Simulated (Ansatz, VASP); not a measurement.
RbBr: VASP beside Ansatz

```
Rb Br
1.0
     4.12608    0.00000    0.00000
     0.00000    4.12608    0.00000
     0.00000    0.00000    4.12608
Rb Br
1 1
Direct
  0.00000 0.00000 0.00000
  0.50000 0.50000 0.50000
```

Alike in both runs: task relaxation of cell and atoms; functional BLYP; k mesh 7 × 7 × 7; occupations fermi-dirac, width 0.05 eV; no spin polarisation.

```csv
,VASP,Ansatz
version,VASP 6.6.1,Ansatz 0.2.0
potentials or method,"VASP PAW PBE potentials, release 64 (Rb_sv, Br), cutoff 600 eV","all-electron LAPW, scalar-relativistic"
```

VASP gave:

```
relaxed volume (Å³/atom)                                        : 39.76
relaxed length of the cell vector where the two differ most in proportion (Å) : 4.300
```

Problem. Which values does Ansatz return?

Solution. Relaxed volume (Å³/atom): 39.53; relaxed length of the cell vector where the two differ most in proportion (Å): 4.292.

VASP's potentials were made for PBE, not for BLYP. Ansatz ran all-electron here, and VASP with PAW potentials.
